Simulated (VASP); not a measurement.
# Si (P1) in VASP: further runs

Si is run at these levels: HSE06; tasks: single point.

Program: VASP 6.6.1. These are calculated values, not measurements. Logs are shortened: lines on timing, memory, paths and dates and some standing lists are left out, and cuts for length are marked.

## (1) The cell of the first run

The typed cell holds 16 atoms: a = 7.699 Å, b = 7.699 Å, c = 7.699 Å, α = 60.00°, β = 60.00°, γ = 60.00°.

## (2) Single point, HSE06

POSCAR reads:

```
Si
1.0
    0.0000000000      5.4437020000      5.4437020000
    5.4437020000      0.0000000000      5.4437020000
    5.4437020000      5.4437020000      0.0000000000
Si
16
Direct
    0.1371490000      0.1215560000      0.1270520000
    0.0007610000      0.0043390000     -0.0072850000
    0.1228450000      0.1210960000      0.6194160000
   -0.0043840000     -0.0026630000      0.4985100000
    0.1202890000      0.6271930000      0.1221550000
   -0.0166150000      0.5061870000     -0.0020360000
    0.1211380000      0.6263950000      0.6261950000
    0.0002740000      0.4955600000      0.5009950000
    0.6170120000      0.1325000000      0.1184250000
    0.4989270000      0.0000990000      0.0011370000
    0.6237190000      0.1275090000      0.6061150000
    0.4987850000     -0.0015040000      0.4970720000
    0.6322780000      0.6192500000      0.1238930000
    0.4887400000      0.5007420000     -0.0091460000
    0.6161240000      0.6366250000      0.6279930000
    0.4992700000      0.5002070000      0.4917680000
```

INCAR.step1 reads:

```
ALGO = Normal
EDIFF = 1E-5
ENCUT = 400
GGA = PE
GGA_COMPAT = F
ISIF = 2
ISMEAR = 0
LASPH = T
LCHARG = F
LREAL = F
LWAVE = T
NBANDS = 46
NELM = 120
PREC = Accurate
SIGMA = 0.01
```

INCAR.step2 reads:

```
ALGO = Normal
EDIFF = 1E-6
ENCUT = 400
GGA = PE
GGA_COMPAT = F
HFSCREEN = 0.2079
ISIF = 2
ISMEAR = 0
ISTART = 1
LASPH = T
LCHARG = F
LHFCALC = T
LREAL = F
LWAVE = F
NBANDS = 46
NELM = 120
PREC = Accurate
PRECFOCK = Fast
SIGMA = 0.01
```

KPOINTS reads:

```
k-points
0
Gamma
  1 1 1
```

Potentials or basis: VASP PAW PBE potentials, release 64 (Si).

Command:

```console
$ cat potpaw_PBE.64/Si/POTCAR > POTCAR
$ cp INCAR.step1 INCAR
$ mpirun -np 1 vasp_gam > vasp.out
$ cp INCAR.step2 INCAR
$ mpirun -np 1 vasp_gam > vasp.out
```

OUTCAR:

```text
EDIFF = 1E-6
   ENCUT = 400
   GGA = PE
   HFSCREEN = 0.2079
   ISIF = 2
   ISMEAR = 0
   ISTART = 1
   LASPH = T
   LHFCALC = T
   LREAL = F
   NELM = 120
   PREC = Accurate
   PRECFOCK = Fast

 ion  position               nearest neighbor table
   1  0.137  0.122  0.127-  10 2.27   4 2.34   6 2.43   2 2.44
   2  0.001  0.004  0.993-   3 2.35   5 2.37   9 2.41   1 2.44
   3  0.123  0.121  0.619-   4 2.34   2 2.35   8 2.35  12 2.36
   4  0.996  0.997  0.499-   7 2.33   3 2.34   1 2.34  11 2.34
   5  0.120  0.627  0.122-  14 2.32   2 2.37   8 2.38   6 2.40
   6  0.983  0.506  0.998-  13 2.21   7 2.34   5 2.40   1 2.43
[... 8 lines left out ...]
  15  0.616  0.637  0.628-  12 2.28  14 2.29   8 2.42  16 2.45
  16  0.499  0.500  0.492-  13 2.31  11 2.34   7 2.38  15 2.45

  LATTYP: Found a face centered cubic cell.
 ALAT       =    10.8874040000

  Lattice vectors:

 A1 = (   0.0000000000,   5.4437020000,   5.4437020000)
 A2 = (   5.4437020000,   0.0000000000,   5.4437020000)
 A3 = (   5.4437020000,   5.4437020000,   0.0000000000)

Analysis of symmetry for initial positions (statically):
=====================================================================
 Subroutine PRICEL returns:
 Original cell was already a primitive cell.

 Routine SETGRP: Setting up the symmetry group for a
 face centered cubic supercell.

 Subroutine GETGRP returns: Found  1 space group operations
 (whereof  1 operations were pure point group operations)
 out of a pool of 48 trial point group operations.

The static configuration has the point symmetry C_1 .

Analysis of symmetry for dynamics (positions and initial velocities):
=====================================================================
 Subroutine PRICEL returns:
 Original cell was already a primitive cell.

 Routine SETGRP: Setting up the symmetry group for a
 face centered cubic supercell.

 Subroutine GETGRP returns: Found  1 space group operations
 (whereof  1 operations were pure point group operations)
 out of a pool of 48 trial point group operations.

The dynamic configuration has the point symmetry C_1 .

 Subroutine INISYM returns: Found  1 space group operations
 (whereof  1 operations are pure point group operations),
 and found     1 'primitive' translations

[... 109 lines left out ...]
   NELECT =      64.0000    total number of electrons
   NUPDOWN=      -1.0000    fix difference up-down
   EMIN   =  10.00;   EMAX   =-10.00  energy-range for DOS
   EFERMI =   0.00;   METHOD = LEGACY
   ISMEAR =     0;   SIGMA  =   0.01  broadening in eV -4-tet -1-fermi 0-gaus
   EFERMI_NEDOS =   21; number of points for ismear=-14 and -15
   IALGO  =     38    algorithm
   IMIX   =      1    mixing-type and parameters
     AMIX     =   0.40;   BMIX     =  1.00
     AMIX_MAG =   1.60;   BMIX_MAG =  1.00
  volume/ion in A,a.u.               =      20.16       136.08
  Fermi-wavevector in a.u.,A,eV,Ry     =   0.954766  1.804247 12.402785  0.911579
  Thomas-Fermi vector in A             =   2.083543
   LORBIT       =      0    0 simple, 1 ext, 2 COOP (PROOUT), +10 PAW based schemes
   GGA     = PE    functional components
   LHFCALC =     T    Hartree Fock is set to
   PRECFOCK=fast      Normal, Fast or Accurate (Low or Medium for compatibility)
   ENCUT4O =  -1.0   cutoff for four orbital integrals eV
   NKREDX  =     1    reduce k-point grid by
   NKREDY  =     1    reduce k-point grid by
   NKREDZ  =     1    reduce k-point grid by
   AEXX    =    0.2500 exact exchange contribution
   HFSCREEN=    0.2079 screening length (either q_TF or 0.3 A-1)
   HFSCREENC=   0.2079 screening length for correlation (either q_TF or 0.3 A-1)
   ENCUTFOCK=  -1.0 apply spherical cutoff to Coloumb kernel
   IVDW    =     0    specifies the selected vdW correction
   LEPSILON=     F    determine dielectric tensor
   LRPA    =     F    only Hartree local field effects (RPA)
 non-spin polarized calculation
 Gauss-broadening in eV      SIGMA  =   0.01
  energy-cutoff  :      400.00
  volume of cell :      322.64
 maximum number of plane-waves:      2981
 NGX is ok and might be reduce to    50
  NGX = 28; NGY = 28; NGZ = 28

 number of electron      64.0000001 magnetization

 Free energy of the ion-electron system (eV)
  ---------------------------------------------------
  ext. energy  EPLUGINS =         0.00000000
  ---------------------------------------------------
  free energy    TOTEN  =       -81.11513817 eV

  energy without entropy =      -81.11513817  energy(sigma->0) =      -81.11513817

 E-fermi :   5.7049     XC(G=0):  -7.6747

 val. band max:        5.6333253293   @ k =   0.0000   0.0000   0.0000
 cond. band min:       6.8451102241   @ k =   0.0000   0.0000   0.0000
 fundamental gap:      1.2117848948
 Fermi energy:         5.7049281895

 k-point     1 :       0.0000    0.0000    0.0000
  band No.  band energies     occupation
      1      -7.5709      2.00000
      2      -5.1459      2.00000
      3      -5.0703      2.00000
      4      -4.9277      2.00000
      5      -4.8916      2.00000
      6      -3.2437      2.00000
[... 36 lines left out ...]
     43       8.9096      0.00000
     44       8.9731      0.00000
 [bands above 44 left out]

------------------------ aborting loop because EDIFF is reached ----------------------------------------

  FORCE on cell =-STRESS in cart. coord.  units (eV):
  Direction    XX          YY          ZZ          XY          YZ          ZX
  --------------------------------------------------------------------------------------
  -------------------------------------------------------------------------------------
  Total       13.9989415     14.0785769     14.7696460     -2.0412802     -0.0676108     -1.5701673
  in kB       69.5172779     69.9127387     73.3445155    -10.1367838     -0.3357482     -7.7972863
  external PRESSURE =      70.9248440 kB  Pullay stress =       0.0000000 kB

 VOLUME and BASIS-vectors are now :
 -----------------------------------------------------------------------------
  energy-cutoff  :      400.00
  volume of cell :      322.64
      direct lattice vectors                 reciprocal lattice vectors
     0.000000000  5.443702000  5.443702000    -0.091849260  0.091849260  0.091849260
     5.443702000  0.000000000  5.443702000     0.091849260 -0.091849260  0.091849260
     5.443702000  5.443702000  0.000000000     0.091849260  0.091849260 -0.091849260

 POSITION                                       TOTAL-FORCE (eV/Angst)
 -----------------------------------------------------------------------------------
      1.35335      1.43823      1.40831         0.252101     -1.443009     -0.674741
      5.42766      5.40819      0.02776         0.398106      0.433070      0.060888
      4.03113      4.04065      1.32794         0.294282      0.195539     -0.039758
      8.14295      8.13358     10.84904        -0.132599      0.030835      0.254011
      4.07923      1.31979      4.06907         0.295371     -0.715375     -0.525328
      8.18815     10.78587      8.10879        -0.815276      1.951078      1.115985
[... 8 lines left out ...]
      6.88420      6.77260      6.81959        -1.720283      0.066015     -0.305888
      5.40002      5.39492      5.44085         0.781199      0.460234      0.323716
 -----------------------------------------------------------------------------------
    total drift:                                0.000211      0.000060      0.000026

  FREE ENERGIE OF THE ION-ELECTRON SYSTEM (eV)
  ---------------------------------------------------
  free  energy   TOTEN  =       -81.1151381691 eV

  energy  without entropy=      -81.1151381691  energy(sigma->0) =      -81.11513817
```

Run time: 37 s. Hardware: 1 thread of Intel Xeon 6975P-C (Granite Rapids), shared host; peak memory 0.42 GiB.

Results:

```
Free energy   : -81.1151 eV
Pressure      : 7.1 GPa
Largest force : 2.391 eV/Å
```

Forces in eV/Å, atoms in the order of the input:
```
Si   0.252 -1.443 -0.675
Si   0.398  0.433  0.061
Si   0.294  0.196 -0.040
Si  -0.133  0.031  0.254
Si   0.295 -0.715 -0.525
Si  -0.815  1.951  1.116
Si  -0.590 -0.185 -0.298
Si   0.290 -0.235  0.191
Si  -0.407  0.651  0.074
Si  -1.240  0.128  0.633
Si   1.030  0.816 -0.290
Si   0.042 -1.128  0.213
Si   0.577 -1.949 -1.199
Si   0.945  0.922  0.467
Si  -1.720  0.066 -0.306
Si   0.781  0.460  0.324
```

Levels at points of the mesh, in eV from the Fermi level:
```csv
k point,band 30,band 31,band 32,band 33,band 34,band 35
"(0.00, 0.00, 0.00)",-0.39,-0.28,-0.07,1.14,1.28,1.33
```

Caveat: the k points lie up to 1.00 Å⁻¹ apart; the PAW data sets were made with another functional, which shifts forces and pressure a little.

## (3) Single point, HSE06

POSCAR is that of step 2.

INCAR.step1 reads:

```
SYSTEM = Si
ALGO     = Normal         ! electronic algorithm
EDIFF    = 1E-5           ! SCF threshold, eV
ENCUT    = 400            ! plane-wave cutoff, eV
GGA      = PE             ! functional
GGA_COMPAT= .False.      
ISIF     = 2              ! what is computed and relaxed
ISMEAR   = 0              ! smearing method
LASPH    = .True.         ! aspherical terms in the spheres
LCHARG   = .False.        ! write CHGCAR
LREAL    = .False.        ! projectors in reciprocal space
LWAVE    = .True.         ! write WAVECAR
NBANDS   = 46             ! bands
NELM     = 120            ! most SCF steps
PREC     = Accurate       ! precision mode
SIGMA    = 0.01           ! smearing width, eV
```

INCAR.step2 reads:

```
SYSTEM = Si
ALGO     = Normal         ! electronic algorithm
EDIFF    = 1E-6           ! SCF threshold, eV
ENCUT    = 400            ! plane-wave cutoff, eV
GGA      = PE             ! functional
GGA_COMPAT= .False.      
HFSCREEN = 0.2079         ! screening, 1/A
ISIF     = 2              ! what is computed and relaxed
ISMEAR   = 0              ! smearing method
ISTART   = 1            
LASPH    = .True.         ! aspherical terms in the spheres
LCHARG   = .False.        ! write CHGCAR
LHFCALC  = .True.         ! exact exchange
LREAL    = .False.        ! projectors in reciprocal space
LWAVE    = .False.        ! write WAVECAR
NBANDS   = 46             ! bands
NELM     = 120            ! most SCF steps
PREC     = Accurate       ! precision mode
PRECFOCK = Fast         
SIGMA    = 0.01           ! smearing width, eV
```

KPOINTS reads:

```
k-points
0
Gamma
  1 1 1
  0 0 0
```

Potentials or basis: VASP PAW PBE potentials, release 64 (Si).

Command:

```console
$ cat potpaw_PBE.64/Si/POTCAR > POTCAR
$ cp INCAR.step1 INCAR
$ mpirun -np 1 vasp_gam > vasp.out
$ cp INCAR.step2 INCAR
$ mpirun -np 1 vasp_gam > vasp.out
```

Wall time 36 s (1 thread of Intel Xeon 6975P-C (Granite Rapids), shared host); peak memory 0.42 GiB.

It converged, with:

- Free energy: -81.1151 eV
- Pressure: 7.1 GPa
- Largest force: 2.391 eV/Å

Forces in eV/Å, atoms in the order of the input:
```
Si   0.252 -1.443 -0.675
Si   0.398  0.433  0.061
Si   0.294  0.196 -0.040
Si  -0.133  0.031  0.254
Si   0.295 -0.715 -0.525
Si  -0.815  1.951  1.116
Si  -0.590 -0.185 -0.298
Si   0.290 -0.235  0.191
Si  -0.407  0.651  0.074
Si  -1.240  0.128  0.633
Si   1.030  0.816 -0.290
Si   0.042 -1.128  0.213
Si   0.577 -1.949 -1.199
Si   0.945  0.922  0.467
Si  -1.720  0.066 -0.306
Si   0.781  0.460  0.324
```

Stress tensor (GPa, compression positive):
```
 6.95 -1.01 -0.78
-1.01  6.99 -0.03
-0.78 -0.03  7.33
```

Levels at points of the mesh, in eV from the Fermi level:
```tsv
k point	band 30	band 31	band 32	band 33	band 34	band 35
(0.00, 0.00, 0.00)	-0.39	-0.28	-0.07	1.14	1.28	1.33
```

Caveat: the k points lie up to 1.00 Å⁻¹ apart; the PAW data sets were made with another functional, which shifts forces and pressure a little.
